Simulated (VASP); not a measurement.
# PdPt2S6 (R-3) in VASP: single point with PBE

Aim: the single point of PdPt2S6 with PBE.

Everything below comes from runs of VASP 6.6.1. Logs are shortened: lines on timing, memory, paths and dates and some standing lists are left out, and cuts for length are marked.

## (1) The cell of the first run

Symmetry: R-3, No. 148, trigonal system. The conventional cell has a = 6.183 Å, b = 6.183 Å, c = 19.355 Å, α = 90.00°, β = 90.00°, γ = 120.00°. Pd (site symmetry -3) has 6 S at 2.40 Å within 3.2 Å. Pt (site symmetry 3) has 6 S at 2.40 Å within 3.2 Å. Within 3.3 Å of S (site symmetry 1) lie 2 Pt at 2.40 Å and 1 Pd at 2.40 Å and 3 S at 3.21 Å.

## (2) Single point, PBE

File INCAR:

```
ALGO = Normal ; EDIFF = 1E-6
ENCUT = 520 ; GGA = PE
ISIF = 2 ; ISMEAR = 0
LASPH = True ; LCHARG = False
LREAL = False ; LWAVE = False
NBANDS = 43 ; NELM = 100
PREC = Accurate ; SIGMA = 0.02
```

File KPOINTS:

```
k-points
0
Gamma
  6 6 6
```

File POSCAR:

```
PdPt2S6
1.0
    3.0917168484      1.7850035566      6.4515447314
   -3.0917168484      1.7850035566      6.4515447314
    0.0000000000     -3.5700071074      6.4515447330
Pd Pt S
1 2 6
Direct
    0.5000000000      0.5000000000      0.5000000000
    0.8333207127      0.8333207127      0.8333207127
    0.1666792873      0.1666792873      0.1666792873
    0.8973470816      0.5636986404      0.2299398073
    0.2299398073      0.8973470816      0.5636986404
    0.5636986404      0.2299398073      0.8973470816
    0.1026529184      0.4363013596      0.7700601927
    0.4363013596      0.7700601927      0.1026529184
    0.7700601927      0.1026529184      0.4363013596
```

Potentials or basis: VASP PAW PBE potentials, release 64 (Pd, Pt, S).

Command:

```bash
$ cat potpaw_PBE.64/Pd/POTCAR potpaw_PBE.64/Pt/POTCAR potpaw_PBE.64/S/POTCAR > POTCAR
$ mpirun -np 1 vasp_std > vasp.out
```

OUTCAR:

```text
EDIFF = 1E-6
   ENCUT = 520
   GGA = PE
   ISIF = 2
   ISMEAR = 0
   LASPH = True
   LREAL = False
   NELM = 100
   PREC = Accurate

 ion  position               nearest neighbor table
   1  0.500  0.500  0.500-   6 2.40   8 2.40   7 2.40   4 2.40   5 2.40   9 2.40
   2  0.833  0.833  0.833-   4 2.40   5 2.40   6 2.40   9 2.40   8 2.40   7 2.40
   3  0.167  0.167  0.167-   7 2.40   9 2.40   8 2.40   5 2.40   6 2.40   4 2.40
   4  0.897  0.564  0.230-   2 2.40   3 2.40   1 2.40
   5  0.230  0.897  0.564-   2 2.40   3 2.40   1 2.40
   6  0.564  0.230  0.897-   2 2.40   3 2.40   1 2.40
   7  0.103  0.436  0.770-   3 2.40   2 2.40   1 2.40
   8  0.436  0.770  0.103-   3 2.40   2 2.40   1 2.40
   9  0.770  0.103  0.436-   3 2.40   2 2.40   1 2.40

  LATTYP: Found a trigonal (rhomboedric) cell.
 ALAT       =     7.3734239122
 COS(alpha) =     0.6483658754

  Lattice vectors:

 A1 = (   3.0917168484,   1.7850035566,   6.4515447314)
 A2 = (  -3.0917168484,   1.7850035566,   6.4515447314)
 A3 = (   0.0000000000,  -3.5700071074,   6.4515447330)

Analysis of symmetry for initial positions (statically):
=====================================================================
 Subroutine PRICEL returns:
 Original cell was already a primitive cell.

 Routine SETGRP: Setting up the symmetry group for a
 trigonal (rhombohedral) supercell.

 Subroutine GETGRP returns: Found  6 space group operations
 (whereof  6 operations were pure point group operations)
 out of a pool of 12 trial point group operations.

The static configuration has the point symmetry S_6 .

Analysis of symmetry for dynamics (positions and initial velocities):
=====================================================================
 Subroutine PRICEL returns:
 Original cell was already a primitive cell.

 Routine SETGRP: Setting up the symmetry group for a
 trigonal (rhombohedral) supercell.

 Subroutine GETGRP returns: Found  6 space group operations
 (whereof  6 operations were pure point group operations)
 out of a pool of 12 trial point group operations.

The dynamic configuration has the point symmetry S_6 .

 Subroutine INISYM returns: Found  6 space group operations
 (whereof  6 operations are pure point group operations),
 and found     1 'primitive' translations

----------------------------------------------------------------------------------------

[... 107 lines left out ...]
   LREAL  =      F    real-space projection
   EDIFFG = 0.1E-04   stopping-criterion for IOM
   NSW    =      0    number of steps for IOM
   IBRION =     -1    ionic relax: 0-MD 1-quasi-New 2-CG
   NFREE  =      0    steps in history (QN), initial steepest desc. (CG)
   ISIF   =      2    stress and relaxation
   ISYM   =      2    0-nonsym 1-usesym 2-fastsym
   POTIM  = 0.5000    time-step for ionic-motion
   TEBEG  =    0.0;   TEEND  =   0.0 temperature during run
   PSTRESS=    0.0 pullay stress
   NELECT =      66.0000    total number of electrons
   NUPDOWN=      -1.0000    fix difference up-down
   EMIN   =  10.00;   EMAX   =-10.00  energy-range for DOS
   EFERMI =   0.00;   METHOD = LEGACY
   ISMEAR =     0;   SIGMA  =   0.02  broadening in eV -4-tet -1-fermi 0-gaus
   EFERMI_NEDOS =   21; number of points for ismear=-14 and -15
   IALGO  =     38    algorithm
   IMIX   =      4    mixing-type and parameters
     AMIX     =   0.40;   BMIX     =  1.00
     AMIX_MAG =   1.60;   BMIX_MAG =  1.00
  volume/ion in A,a.u.               =      23.74       160.18
  Fermi-wavevector in a.u.,A,eV,Ry     =   1.106721  2.091400 16.664848  1.224832
  Thomas-Fermi vector in A             =   2.243226
   LORBIT       =      0    0 simple, 1 ext, 2 COOP (PROOUT), +10 PAW based schemes
   GGA     = PE    functional components
   LHFCALC =     F    Hartree Fock is set to
   AEXX    =    0.0000 exact exchange contribution
   IVDW    =     0    specifies the selected vdW correction
   LEPSILON=     F    determine dielectric tensor
   LRPA    =     F    only Hartree local field effects (RPA)
 non-spin polarized calculation
 Gauss-broadening in eV      SIGMA  =   0.02
  energy-cutoff  :      520.00
  volume of cell :      213.63
 maximum number of plane-waves:      5772
   NGX = 27   NGY = 27   NGZ = 27

 number of electron      65.9999998 magnetization

 Free energy of the ion-electron system (eV)
  ---------------------------------------------------
  ext. energy  EPLUGINS =         0.00000000
  ---------------------------------------------------
  free energy    TOTEN  =       -44.92532915 eV

  energy without entropy =      -44.92532915  energy(sigma->0) =      -44.92532915

 E-fermi :   3.2222     XC(G=0):  -8.9208

 val. band max:        3.1030240357   @ k =  -0.3333   0.1667   0.1667
 cond. band min:       4.3487537744   @ k =   0.5000   0.3333   0.0000
 fundamental gap:      1.2457297387
 Fermi energy:         3.2221838784

 k-point     1 :       0.0000    0.0000    0.0000
  band No.  band energies     occupation
      1     -10.8422      2.00000
      2      -9.0604      2.00000
      3      -9.0604      2.00000
      4      -9.0011      2.00000
      5      -9.0011      2.00000
      6      -8.7223      2.00000
[... 1093 lines left out ...]
     42      10.0014      0.00000
     43      10.2030      0.00000

 [... further k-points ...]
[... 5 lines left out ...]
  --------------------------------------------------------------------------------------
  -------------------------------------------------------------------------------------
  Total       -0.5258490     -0.5258490     -0.3597664      0.0000000      0.0000000     -0.0000000
  in kB       -3.9438274     -3.9438274     -2.6982205      0.0000001      0.0000000     -0.0000000
  external PRESSURE =      -3.5286251 kB  Pullay stress =       0.0000000 kB

 VOLUME and BASIS-vectors are now :
 -----------------------------------------------------------------------------
  energy-cutoff  :      520.00
  volume of cell :      213.63
      direct lattice vectors                 reciprocal lattice vectors
     3.091716848  1.785003557  6.451544731     0.161722442  0.093370496  0.051667213
    -3.091716848  1.785003557  6.451544731    -0.161722442  0.093370496  0.051667213
     0.000000000 -3.570007107  6.451544733     0.000000000 -0.186740991  0.051667213

 POSITION                                       TOTAL-FORCE (eV/Angst)
 -----------------------------------------------------------------------------------
      0.00000      0.00000      9.67732         0.000000     -0.000000     -0.000000
      0.00000      0.00000     16.12862         0.000000      0.000000      0.000049
      0.00000      0.00000      3.22602         0.000000     -0.000000     -0.000049
      1.03155      1.78709     10.90947         0.006237      0.010841     -0.039018
     -2.06343     -0.00020     10.90947        -0.012507     -0.000019     -0.039018
      1.03189     -1.78689     10.90947         0.006270     -0.010822     -0.039018
     -1.03155     -1.78709      8.44517        -0.006237     -0.010841      0.039018
     -1.03189      1.78689      8.44517        -0.006270      0.010822      0.039018
      2.06343      0.00020      8.44517         0.012507      0.000019      0.039018
 -----------------------------------------------------------------------------------
    total drift:                                0.000000      0.000000     -0.000000

  FREE ENERGIE OF THE ION-ELECTRON SYSTEM (eV)
  ---------------------------------------------------
  free  energy   TOTEN  =       -44.9253291519 eV

  energy  without entropy=      -44.9253291519  energy(sigma->0) =      -44.92532915
```

OSZICAR:

```text
N       E                     dE             d eps       ncg     rms          rms(c)
DAV:   1     0.412903974777E+03    0.41290E+03   -0.29928E+04  3440   0.136E+03
DAV:   2    -0.172881368206E+02   -0.43019E+03   -0.41227E+03  4173   0.265E+02
DAV:   3    -0.481812943628E+02   -0.30893E+02   -0.30260E+02  4048   0.719E+01
DAV:   4    -0.489592531795E+02   -0.77796E+00   -0.77491E+00  4112   0.125E+01
DAV:   5    -0.489837668004E+02   -0.24514E-01   -0.24490E-01  4212   0.223E+00    0.281E+01
DAV:   6    -0.460127255533E+02    0.29710E+01   -0.22185E+01  3656   0.348E+01    0.198E+01
DAV:   7    -0.449823898727E+02    0.10303E+01   -0.50452E+00  3589   0.190E+01    0.910E+00
DAV:   8    -0.449906698841E+02   -0.82800E-02   -0.77993E-01  3823   0.693E+00    0.326E+00
DAV:   9    -0.449325750593E+02    0.58095E-01   -0.20773E-01  3739   0.517E+00    0.122E+00
DAV:  10    -0.449247245604E+02    0.78505E-02   -0.35935E-02  3841   0.167E+00    0.372E-01
DAV:  11    -0.449250418627E+02   -0.31730E-03   -0.41120E-03  4138   0.296E-01    0.221E-01
DAV:  12    -0.449252984112E+02   -0.25655E-03   -0.36431E-04  3913   0.129E-01    0.904E-02
DAV:  13    -0.449253210122E+02   -0.22601E-04   -0.13650E-04  3705   0.104E-01    0.177E-02
DAV:  14    -0.449253268980E+02   -0.58858E-05   -0.13830E-05  4090   0.197E-02    0.955E-03
DAV:  15    -0.449253290443E+02   -0.21463E-05   -0.36856E-06  3553   0.804E-03    0.329E-03
DAV:  16    -0.449253291519E+02   -0.10752E-06   -0.24213E-07  2314   0.320E-03
   1 F= -.44925329E+02 E0= -.44925329E+02  d E =-.175815E-18
```

Wall time 7.2 min (1 thread of AMD EPYC 7R13 (Zen 3), shared host); peak memory 0.59 GiB.

Results:

| Item | Value |
| --- | --- |
| Free energy | -44.9253 eV |
| Pressure | -0.4 GPa |
| Largest force | 0.041 eV/Å |
| Band gap on the k mesh | 1.25 eV (least direct gap 1.36 eV) |

Forces on the atoms (eV/Å):
```
Pd   0.000  0.000  0.000
Pt   0.000  0.000  0.000
Pt   0.000  0.000  0.000
S    0.006  0.011 -0.039
S   -0.013  0.000 -0.039
S    0.006 -0.011 -0.039
S   -0.006 -0.011  0.039
S   -0.006  0.011  0.039
S    0.013  0.000  0.039
```

Stress tensor (GPa, compression positive):
```
-0.39  0.00  0.00
 0.00 -0.39  0.00
 0.00  0.00 -0.27
```

Levels at points of the mesh, in eV from the valence-band top:
| k point | band 29 | band 30 | band 31 | band 32 | band 33 | band 34 | band 35 | band 36 | band 37 | band 38 |
| --- | --- | --- | --- | --- | --- | --- | --- | --- | --- | --- |
| (0.00, 0.00, 0.00) | -0.86 | -0.86 | -0.36 | -0.33 | -0.33 | 1.58 | 1.58 | 2.10 | 2.10 | 2.88 |
| (0.50, 0.00, 0.00) | -0.94 | -0.87 | -0.65 | -0.18 | 0.00 | 1.44 | 1.63 | 1.93 | 2.17 | 2.53 |
| (0.50, 0.50, 0.00) | -0.85 | -0.84 | -0.56 | -0.31 | -0.13 | 1.42 | 1.59 | 1.93 | 2.11 | 2.43 |
| (0.50, 0.50, 0.50) | -0.81 | -0.81 | -0.78 | -0.34 | -0.34 | 1.46 | 1.46 | 1.97 | 1.97 | 2.91 |

Caveat: spin-orbit coupling is left out, which moves the levels of the heavy elements.
